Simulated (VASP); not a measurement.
TiSn2Te3:

```
CELL_PARAMETERS angstrom
5.89734 0.00000 0.00000
-2.94867 5.10725 0.00000
0.00000 0.00000 6.52015
ATOMIC_POSITIONS crystal
Ti 0.33333 0.66667 0.00000
Sn 0.00000 0.00000 0.50000
Sn 0.33333 0.66667 0.50000
Te 0.66667 0.33333 0.50000
Te 0.00000 0.00000 0.00000
Te 0.66667 0.33333 0.00000
```

The cell was generated, and may not be a known phase.

* Program: VASP 6.6.1
* Task: relaxation of cell and atoms
* Functional: PBE
* Potentials or basis: VASP PAW PBE potentials, release 64 (Ti_sv, Sn_d, Te)
* Cutoff: 600 eV
* k mesh: 3 × 3 × 4
* Occupations: gaussian, width 0.1 eV
* Spin: no spin polarisation

At the start: pressure -6.7 GPa; volume 32.73 Å³/atom.

**Question.** Where does the relaxation end?

**Answer.** Over 5 steps the energy falls by 133.8 meV/atom and the volume is 27.37 Å³/atom (-16.4 %); space group P-6m2 (No. 187, to 0.1 Å) before and after.

Step by step:
```
step  energy change (eV)  largest force (eV/Å)  pressure (GPa)  volume (Å³)
   1              0.0000                0.0000           -6.68       196.38
   2             -0.7852                0.0000            1.46       160.08
   3             -0.8023                0.0000            0.01       163.95
   4             -0.8019                0.0000            0.23       163.34
   5             -0.8028                0.0000           -0.07       164.24
```

Final structure:
```cif
data_structure
_symmetry_space_group_name_H-M 'P 1'
_symmetry_Int_Tables_number 1
_cell_length_a 5.5776
_cell_length_b 5.5776
_cell_length_c 6.0962
_cell_angle_alpha 90.000
_cell_angle_beta 90.000
_cell_angle_gamma 120.000
_cell_volume 164.24
loop_
_atom_site_label
_atom_site_type_symbol
_atom_site_fract_x
_atom_site_fract_y
_atom_site_fract_z
_atom_site_occupancy
Ti1 Ti 0.33333 0.66667 0.00000 1
Sn1 Sn 0.00000 0.00000 0.50000 1
Sn2 Sn 0.33333 0.66667 0.50000 1
Te1 Te 0.66667 0.33333 0.50000 1
Te2 Te 0.00000 0.00000 0.00000 1
Te3 Te 0.66667 0.33333 0.00000 1
```

Caveat: the k points lie up to 0.43 Å⁻¹ apart in the final cell, too coarse for converged energies and pressures of a metal; the volume moved by over 15 % at a fixed basis, so the end points are rough.
